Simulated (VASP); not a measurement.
Input of a VASP 6.6.1 run:

Contents of INCAR:

```
SYSTEM = Hf4Te
ALGO = Normal
EDIFF = 1E-7
EDIFFG = -0.04
ENCUT = 600
GGA = PE
IBRION = 2
ISIF = 3
ISMEAR = 0
LASPH = .TRUE.
LCHARG = .FALSE.
LREAL = .FALSE.
LWAVE = .FALSE.
NELM = 100
NSW = 90
PREC = Accurate
SIGMA = 0.1
```

File KPOINTS:

```
k-points
0
G
  4 4 4
  0 0 0
```

File POSCAR:

```
Hf4Te
1.0
    4.7267402600      0.0000000000      0.0000000000
    0.0000000000      4.7267402600      0.0000000000
    0.0000000000      0.0000000000      4.7267402600
Hf Te
4 1
Direct
    0.5000000000      0.5000000000      0.5000000000
    0.0000000000      0.5000000000      0.5000000000
    0.5000000000      0.0000000000      0.5000000000
    0.5000000000      0.5000000000      0.0000000000
    0.0000000000      0.0000000000      0.0000000000
```

Potentials or basis: VASP PAW PBE potentials, release 64 (Hf_pv, Te).

Run with:

```console
$ cat potpaw_PBE.64/Hf_pv/POTCAR potpaw_PBE.64/Te/POTCAR > POTCAR
$ mpirun -np 1 vasp_std > vasp.out
```

Q: Estimate the relaxed cell.

A: a = 5.182 Å, b = 5.182 Å, c = 5.182 Å, α = 90.00°, β = 90.00°, γ = 90.00°.

Q: What does it give for the band gap on the k mesh?

A: Zero (band 23 reaches 4.90 eV, above the bottom of band 24 at 3.51 eV).

Q: What does it give for the space group after relaxing (to 0.05 Å)?

A: Pm-3m (No. 221).

The path:
```csv
step,energy change (eV),largest force (eV/Å),pressure (GPa),volume (Å³)
1,0.0000,0.0000,28.80,105.61
2,-1.2571,0.0000,-8.59,174.92
3,-2.4091,0.0000,-0.26,139.94
4,-2.4096,0.0000,0.05,139.19
```

Caveat: the volume moved by over 15 % at a fixed basis, so the end points are rough; spin-orbit coupling is left out, which moves the levels of the heavy elements.
